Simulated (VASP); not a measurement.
# Sb3Se (P4/mmm) in VASP: further runs, part 2 of 2

VASP 6.6.1.

**3. Relaxation of cell and atoms, PBE**

This run uses another cell than the first one, of 26.00 Å³/atom.

Contents of INCAR:

```
PREC = Accurate
ENCUT = 600
EDIFF = 1E-6
ISMEAR = 0
SIGMA = 0.1
LREAL = F
LASPH = T
NELM = 80
ALGO = Normal
ISIF = 3
LWAVE = F
LCHARG = F
GGA = PE
IBRION = 2
NSW = 90
EDIFFG = -0.04
```

Contents of KPOINTS:

```
Automatic mesh
0
Gamma
  6 6 2
```

Contents of POSCAR:

```
Sb3Se
1.0
    3.6160373756      0.0000000000      0.0000000000
    0.0000000000      3.6160373756      0.0000000000
    0.0000000000      0.0000000000      7.9543038414
Sb Se
3 1
Direct
    0.5000000000      0.5000000000      0.7823267215
    0.0000000000      0.0000000000      0.5000000000
    0.5000000000      0.5000000000      0.2176732785
    0.0000000000      0.0000000000      0.0000000000
```

Potentials or basis: VASP PAW PBE potentials, release 64 (Sb, Se).

Launch:

```bash
cat potpaw_PBE.64/Sb/POTCAR potpaw_PBE.64/Se/POTCAR > POTCAR
mpirun -np 1 vasp_std > vasp.out
```

OUTCAR:

```text
PREC = Accurate
   ENCUT = 600
   EDIFF = 1E-6
   ISMEAR = 0
   LREAL = F
   LASPH = T
   NELM = 80
   ISIF = 3
   GGA = PE
   IBRION = 2
   NSW = 90
   EDIFFG = -0.04

 ion  position               nearest neighbor table
   1  0.500  0.500  0.782-   4 3.09   4 3.09   4 3.09   4 3.09   2 3.40   2 3.40   2 3.40   2 3.40
                             3 3.46
   2  0.000  0.000  0.500-   1 3.40   3 3.40   1 3.40   3 3.40   1 3.40   3 3.40   1 3.40   3 3.40

   3  0.500  0.500  0.218-   4 3.09   4 3.09   4 3.09   4 3.09   2 3.40   2 3.40   2 3.40   2 3.40
                             1 3.46
   4  0.000  0.000  0.000-   1 3.09   3 3.09   1 3.09   3 3.09   1 3.09   3 3.09   1 3.09   3 3.09

  LATTYP: Found a simple tetragonal cell.
 ALAT       =     3.6160373756
 C/A-ratio  =     2.1997294317

  Lattice vectors:

 A1 = (   3.6160373756,   0.0000000000,   0.0000000000)
 A2 = (   0.0000000000,   3.6160373756,   0.0000000000)
 A3 = (   0.0000000000,   0.0000000000,   7.9543038414)

Analysis of symmetry for initial positions (statically):
=====================================================================
 Subroutine PRICEL returns:
 Original cell was already a primitive cell.

 Routine SETGRP: Setting up the symmetry group for a
 simple tetragonal supercell.

 Subroutine GETGRP returns: Found 16 space group operations
 (whereof 16 operations were pure point group operations)
 out of a pool of 16 trial point group operations.

The static configuration has the point symmetry D_4h.

Analysis of symmetry for dynamics (positions and initial velocities):
=====================================================================
 Subroutine PRICEL returns:
 Original cell was already a primitive cell.

 Routine SETGRP: Setting up the symmetry group for a
 simple tetragonal supercell.

 Subroutine GETGRP returns: Found 16 space group operations
 (whereof 16 operations were pure point group operations)
 out of a pool of 16 trial point group operations.

The dynamic configuration has the point symmetry D_4h.

 Subroutine INISYM returns: Found 16 space group operations
 (whereof 16 operations are pure point group operations),
 and found     1 'primitive' translations

----------------------------------------------------------------------------------------

                                     Primitive cell

  volume of cell :     104.0083

  direct lattice vectors                    reciprocal lattice vectors
     3.616037376  0.000000000  0.000000000     0.276545814  0.000000000  0.000000000
     0.000000000  3.616037376  0.000000000     0.000000000  0.276545814  0.000000000
     0.000000000  0.000000000  7.954303841     0.000000000  0.000000000  0.125718104

  length of vectors
     3.616037376  3.616037376  7.954303841     0.276545814  0.276545814  0.125718104

  position of ions in fractional coordinates (direct lattice)
     0.500000000  0.500000000  0.782326721
     0.000000000  0.000000000  0.500000000
     0.500000000  0.500000000  0.217673279
     0.000000000  0.000000000  0.000000000

  ion indices of the primitive-cell ions
   primitive index   ion index
                 1           1
                 2           2
                 3           3
[... 34 lines left out ...]
  0.166667  0.166667  0.000000      4.000000
  0.333333  0.166667  0.000000      8.000000
[... 12 lines left out ...]
  0.500000  0.333333  0.500000      4.000000
  0.500000  0.500000  0.500000      1.000000
   k-points           NKPTS =     20   k-points in BZ     NKDIM =     20   number of bands    NBANDS=     14
   number of dos      NEDOS =    301   number of ions     NIONS =      4
   total plane-waves  NPLWV =  57600
   dimension x,y,z NGX =    30 NGY =   30 NGZ =   64
   dimension x,y,z NGXF=    60 NGYF=   60 NGZF=  128
   ions per type =               3   1
   NGX,Y,Z   is equivalent  to a cutoff of  13.79, 13.79, 13.38 a.u.
   NGXF,Y,Z  is equivalent  to a cutoff of  27.58, 27.58, 26.75 a.u.
 SYSTEM =  unknown system
   PREC   = accura    normal or accurate (medium, high low for compatibility)
   ISTART =      0    job   : 0-new  1-cont  2-samecut
   ICHARG =      2    charge: 1-file 2-atom 10-const
   ISPIN  =      1    spin polarized calculation?
   LNONCOLLINEAR =      F non collinear calculations
   LSORBIT =      F    spin-orbit coupling
   LASPH  =      T    aspherical Exc in radial PAW
   ENCUT  =  600.0 eV  44.10 Ry    6.64 a.u.   7.22  7.22 15.89*2*pi/ulx,y,z
   NELM   =     80;   NELMIN=  2; NELMDL= -5     # of ELM steps
   EDIFF  = 0.1E-05   stopping-criterion for ELM
   LREAL  =      F    real-space projection
   EDIFFG = -.4E-01   stopping-criterion for IOM
   NSW    =     90    number of steps for IOM
   IBRION =      2    ionic relax: 0-MD 1-quasi-New 2-CG
   NFREE  =      1    steps in history (QN), initial steepest desc. (CG)
   ISIF   =      3    stress and relaxation
   ISYM   =      2    0-nonsym 1-usesym 2-fastsym
   POTIM  = 0.5000    time-step for ionic-motion
   TEBEG  =    0.0;   TEEND  =   0.0 temperature during run
   PSTRESS=    0.0 pullay stress
   NELECT =      21.0000    total number of electrons
   NUPDOWN=      -1.0000    fix difference up-down
   EMIN   =  10.00;   EMAX   =-10.00  energy-range for DOS
   EFERMI =   0.00;   METHOD = LEGACY
   ISMEAR =     0;   SIGMA  =   0.10  broadening in eV -4-tet -1-fermi 0-gaus
   EFERMI_NEDOS =   21; number of points for ismear=-14 and -15
   IALGO  =     38    algorithm
   IMIX   =      4    mixing-type and parameters
     AMIX     =   0.40;   BMIX     =  1.00
     AMIX_MAG =   1.60;   BMIX_MAG =  1.00
  volume/ion in A,a.u.               =      26.00       175.47
  Fermi-wavevector in a.u.,A,eV,Ry     =   0.960414  1.814920 12.549953  0.922396
  Thomas-Fermi vector in A             =   2.089696
   LORBIT       =      0    0 simple, 1 ext, 2 COOP (PROOUT), +10 PAW based schemes
   GGA     = PE    functional components
   LHFCALC =     F    Hartree Fock is set to
   AEXX    =    0.0000 exact exchange contribution
   IVDW    =     0    specifies the selected vdW correction
   LEPSILON=     F    determine dielectric tensor
   LRPA    =     F    only Hartree local field effects (RPA)
 conjugate gradient relaxation of ions
 non-spin polarized calculation
 Gauss-broadening in eV      SIGMA  =   0.10
  energy-cutoff  :      600.00
  volume of cell :      104.01
 maximum number of plane-waves:      3512
 NGX is ok and might be reduce to    30
   NGX = 15   NGY = 15   NGZ = 31

--------------------------------------- Ionic step        1  -------------------------------------------

 number of electron      20.9999999 magnetization

 Free energy of the ion-electron system (eV)
  ---------------------------------------------------
  ext. energy  EPLUGINS =         0.00000000
  ---------------------------------------------------
  free energy    TOTEN  =       -14.97786129 eV

  energy without entropy =      -14.96398203  energy(sigma->0) =      -14.97092166

------------------------ aborting loop because EDIFF is reached ----------------------------------------

  FORCE on cell =-STRESS in cart. coord.  units (eV):
  Direction    XX          YY          ZZ          XY          YZ          ZX
  --------------------------------------------------------------------------------------
  -------------------------------------------------------------------------------------
  Total        0.5971211      0.5971211     -1.5714151      0.0000000      0.0000000      0.0000000
  in kB        9.1982458      9.1982458    -24.2065841      0.0000000      0.0000000      0.0000000
  external PRESSURE =      -1.9366975 kB  Pullay stress =       0.0000000 kB
[... 95 lines left out ...]
  FREE ENERGIE OF THE ION-ELECTRON SYSTEM (eV)
  ---------------------------------------------------
  free  energy   TOTEN  =       -15.1212576154 eV

  energy  without entropy=      -15.1130982050  energy(sigma->0) =      -15.11717791

[... ionic steps 4 to 7 ...]

--------------------------------------- Ionic step        8  -------------------------------------------

 number of electron      21.0000001 magnetization

------------------------ aborting loop because EDIFF is reached ----------------------------------------
[... 71 lines left out ...]
--------------------------------------- Ionic step       10  -------------------------------------------

 number of electron      21.0000001 magnetization

 Free energy of the ion-electron system (eV)
  ---------------------------------------------------
  ext. energy  EPLUGINS =         0.00000000
  ---------------------------------------------------
  free energy    TOTEN  =       -15.18474007 eV

  energy without entropy =      -15.17510384  energy(sigma->0) =      -15.17992196

 E-fermi :   7.6661     XC(G=0): -10.2240

 val. band max:        7.6648018276   @ k =   0.5000   0.5000   0.5000
 cond. band min:       7.7332364465   @ k =   0.3333   0.0000   0.5000
 fundamental gap:      0.0684346188
 Fermi energy:         7.6660563567

 k-point     1 :       0.0000    0.0000    0.0000
  band No.  band energies     occupation
      1      -6.3450      2.00000
      2      -3.9262      2.00000
      3      -2.6520      2.00000
      4       1.0140      2.00000
      5       5.2312      2.00000
      6       5.2312      2.00000
      7       5.2585      2.00000
      8       7.0456      2.00000
      9       7.3384      2.00000
     10       7.5744      1.80507
     11       7.5744      1.80507
     12       8.6495      0.00000
     13       8.6495      0.00000
     14      10.9318      0.00000
[... 352 lines left out ...]
  FREE ENERGIE OF THE ION-ELECTRON SYSTEM (eV)
  ---------------------------------------------------
  free  energy   TOTEN  =       -15.1847400696 eV

  energy  without entropy=      -15.1751038425  energy(sigma->0) =      -15.17992196

 reached required accuracy - stopping structural energy minimisation
```

OSZICAR:

```text
N       E                     dE             d eps       ncg     rms          rms(c)
DAV:   1     0.111917341548E+03    0.11192E+03   -0.80671E+03   560   0.134E+03
DAV:   2    -0.743127328711E+01   -0.11935E+03   -0.11717E+03   732   0.195E+02
DAV:   3    -0.149691642336E+02   -0.75379E+01   -0.74215E+01   712   0.537E+01
[... 88 lines left out ...]
DAV:   8    -0.151847423396E+02    0.19430E-04   -0.13631E-04   684   0.534E-02    0.925E-03
DAV:   9    -0.151847406018E+02    0.17377E-05   -0.14416E-05   632   0.222E-02    0.705E-03
DAV:  10    -0.151847480125E+02   -0.74106E-05   -0.18507E-05   692   0.212E-02    0.121E-02
DAV:  11    -0.151847403572E+02    0.76553E-05   -0.18852E-05   688   0.208E-02    0.336E-03
DAV:  12    -0.151847400696E+02    0.28750E-06   -0.23063E-06   474   0.785E-03
  10 F= -.15184740E+02 E0= -.15179922E+02  d E =-.186722E-02
```

It took 2.2 min on 1 thread of Intel Xeon Platinum 8559C (Emerald Rapids), shared host; peak memory 0.25 GiB.

Results:

```yaml
Free_energy: -15.1847 eV
Relaxed_volume: 25.64 Å³/atom
Relaxed_cell: a = 3.714 Å, b = 3.714 Å, c = 7.433 Å, α = 90.00°, β = 90.00°, γ = 90.00°
Space_group_after_relaxing_to_0.1_Å: P4/mmm (No. 123)
Energy_gained_by_relaxing: 51.7 meV/atom
Ionic_steps: 10
Pressure_after_relaxing: 0.0 GPa
```

Step by step:
| step | energy change (eV) | largest force (eV/Å) | pressure (GPa) | volume (Å³) |
| --- | --- | --- | --- | --- |
| 1 | 0.0000 | 0.4836 | -0.19 | 104.01 |
| 2 | -0.0530 | 0.5017 | -0.15 | 103.51 |
| 3 | -0.1434 | 0.5503 | 0.37 | 101.74 |
| 4 | -0.1784 | 0.3068 | 0.06 | 102.14 |
| 5 | -0.1972 | 0.0009 | -0.24 | 102.77 |
| 6 | -0.1974 | 0.0574 | -0.20 | 102.69 |
| 7 | -0.2047 | 0.0133 | 0.28 | 102.05 |
| 8 | -0.2050 | 0.0041 | 0.39 | 101.90 |
| 9 | -0.2057 | 0.0114 | -0.23 | 102.91 |
| 10 | -0.2069 | 0.0015 | -0.04 | 102.55 |

Final structure:
```
Sb Se
1.0
     3.71437    0.00000    0.00000
     0.00000    3.71437    0.00000
     0.00000    0.00000    7.43301
Sb Se
3 1
Cartesian
  1.8572 1.8572 5.6196
  0.0000 0.0000 3.7165
  1.8572 1.8572 1.8134
  0.0000 0.0000 0.0000
```

Caveat: the k points lie up to 0.42 Å⁻¹ apart in the final cell; the highest band is partly filled, so the run has too few bands; spin-orbit coupling is left out, which moves the levels of the heavy elements.

**4. Single point, PBE**

This run uses another cell than the first one, of 25.60 Å³/atom.

Contents of INCAR:

```
PREC     = Accurate       # precision mode
ENCUT    = 520            # plane-wave cutoff, eV
EDIFF    = 1E-7           # SCF threshold, eV
ISMEAR   = 0              # smearing method
SIGMA    = 0.1            # smearing width, eV
LREAL    = False          # projectors in reciprocal space
LASPH    = True           # aspherical terms in the spheres
NELM     = 80             # most SCF steps
ALGO     = Normal         # electronic algorithm
ISIF     = 2              # what is computed and relaxed
LWAVE    = False          # write WAVECAR
LCHARG   = False          # write CHGCAR
GGA      = PE             # functional
NBANDS   = 18             # bands
```

Contents of KPOINTS:

```
Automatic mesh
0
Gamma
  12 12 6
```

Contents of POSCAR:

```
Sb3Se
1.0
    3.7102725341      0.0000000000      0.0000000000
    0.0000000000      3.7102725341      0.0000000000
    0.0000000000      0.0000000000      7.4373417855
Sb Se
3 1
Direct
    0.5000000000      0.5000000000      0.7562975224
    0.0000000000      0.0000000000      0.5000000000
    0.5000000000      0.5000000000      0.2437024776
    0.0000000000      0.0000000000      0.0000000000
```

Launch:

```bash
cat potpaw_PBE.64/Sb/POTCAR potpaw_PBE.64/Se/POTCAR > POTCAR
mpirun -np 1 vasp_std > vasp.out
```

Run time: 76 s. Hardware: 1 thread of Intel Xeon Platinum 8559C (Emerald Rapids), shared host; peak memory 0.32 GiB.

The run converged. Its results:

* Free energy: -15.1852 eV
* Pressure: -0.2 GPa
* Largest force: 0.010 eV/Å
* Band gap on the k mesh: zero (an odd number of electrons rules out a gap without spin polarisation)

Forces in eV/Å, atoms in the order of the input:
```
Sb   0.000  0.000  0.010
Sb   0.000  0.000  0.000
Sb   0.000  0.000 -0.010
Se   0.000  0.000  0.000
```

Levels at points of the mesh, in eV from the Fermi level:
```tsv
k point	band 6	band 7	band 8	band 9	band 10	band 11	band 12	band 13	band 14	band 15
(0.00, 0.00, 0.00)	-2.47	-2.47	-0.66	-0.38	-0.11	-0.11	0.92	0.92	3.22	3.23
(0.50, 0.00, 0.00)	-5.77	-0.97	-0.81	-0.60	-0.41	0.91	0.93	1.45	2.01	3.31
(0.50, 0.50, 0.00)	-5.76	-3.27	-3.19	-3.19	-2.73	-2.73	-2.72	0.62	1.99	3.20
(0.00, 0.00, 0.50)	-2.20	-2.17	-2.17	-1.17	-1.17	2.11	2.56	2.56	2.73	3.67
(0.50, 0.00, 0.50)	-3.86	-3.76	-3.39	-0.95	1.35	1.35	1.43	1.73	1.81	2.35
(0.50, 0.50, 0.50)	-5.14	-4.95	-4.95	-2.24	-1.09	-0.91	-0.70	-0.04	-0.04	0.67
```

Caveat: spin-orbit coupling is left out, which moves the levels of the heavy elements.

**5. Overview**

```tsv
task	cell	k mesh	cutoff (eV)	gap on the mesh (eV)	pressure (GPa)	relaxed volume (Å³/atom)	largest force (eV/Å)
relaxation of cell and atoms	relaxed from a = 3.845, b = 3.845, c = 10.041 Å, 4 atoms, atomic positions A	4 × 4 × 2	600	none	0.0	26.01	0.03
relaxation of cell and atoms	relaxed from a = 3.616, b = 3.616, c = 7.954 Å, 4 atoms, atomic positions B	6 × 6 × 2	600	-	0.0	25.64	-
single point	a = 3.710, b = 3.710, c = 7.437 Å, 4 atoms, atomic positions C	12 × 12 × 6	520	none	-0.2	-	0.01
```

Alike in all rows: level PBE; potentials or basis VASP PAW PBE potentials, release 64 (Sb, Se); no spin polarisation; smearing gaussian 0.1 eV.

Caveats: some runs use coarse meshes; spin-orbit coupling is left out, which moves the levels of the heavy elements; the volume moved by over 15 % at a fixed basis, so the end points are rough (at least some runs); the highest band is partly filled, so the run has too few bands (at least some runs).

Total energies depend on the potentials used, so only differences within one code and one set of settings carry meaning.
